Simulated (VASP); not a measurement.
## TiAl: single point with PBEsol

The system is TiAl.

```
Ti Al
1.0
     3.17906    0.00000    0.00000
     0.00000    3.17906    0.00000
     0.00000    0.00000    3.17906
Ti Al
1 1
Direct
  0.00000 0.00000 0.98427
  0.50000 0.50000 0.50000
```

This cell differs from its parent crystal: all Ti atoms moved -0.050 Å, as atom 1 along Cartesian [0 0 1].

```json
{
 "Program": "VASP 6.6.1",
 "Task": "single point",
 "Functional": "PBEsol",
 "Potentials or basis": "VASP PAW PBE potentials, release 64 (Ti_sv, Al)",
 "Cutoff": "520 eV",
 "k mesh": "16 × 16 × 16",
 "Occupations": "gaussian, width 0.15 eV",
 "Spin": "no spin polarisation"
}
```

- Pressure: -2.3 GPa
- Largest force: 0.309 eV/Å
- Band gap on the k mesh: zero (an odd number of electrons rules out a gap without spin polarisation)

Forces in eV/Å, atoms in the order of the input:
```
Ti   0.000  0.000  0.309
Al   0.000  0.000 -0.309
```

Stress tensor (GPa, compression positive):
```
-2.22  0.00  0.00
 0.00 -2.22  0.00
 0.00  0.00 -2.33
```

Levels at points of the mesh, in eV from the Fermi level:
```tsv
k point	band 3	band 4	band 5	band 6	band 7	band 8	band 9	band 10	band 11	band 12
(0.00, 0.00, 0.00)	-32.96	-32.96	-9.25	-1.43	-1.43	1.79	1.79	1.79	4.42	4.42
(0.50, 0.00, 0.00)	-32.95	-32.95	-6.01	-5.18	-0.55	0.13	0.14	1.99	3.01	6.54
(0.00, 0.00, 0.50)	-32.95	-32.95	-6.01	-5.18	-0.55	0.14	0.14	1.99	3.01	6.55
(0.50, 0.50, 0.00)	-33.11	-32.93	-5.00	-2.08	-2.08	-1.47	0.70	0.70	2.76	4.70
(0.00, 0.50, 0.50)	-33.11	-32.93	-5.00	-2.09	-2.08	-1.47	0.69	0.69	2.76	4.70
(0.50, 0.50, 0.50)	-33.09	-33.09	-3.09	-3.09	-3.09	0.66	2.82	2.82	2.91	2.91
```

Run time: 4 min on 1 thread of Intel Xeon 8259CL, on a shared host, peak memory 0.3 GiB.

Caveat: the cell differs from its parent crystal (all Ti atoms moved -0.050 Å, as atom 1 along Cartesian [0 0 1]); the PAW data sets were made with another functional, which shifts forces and pressure a little.
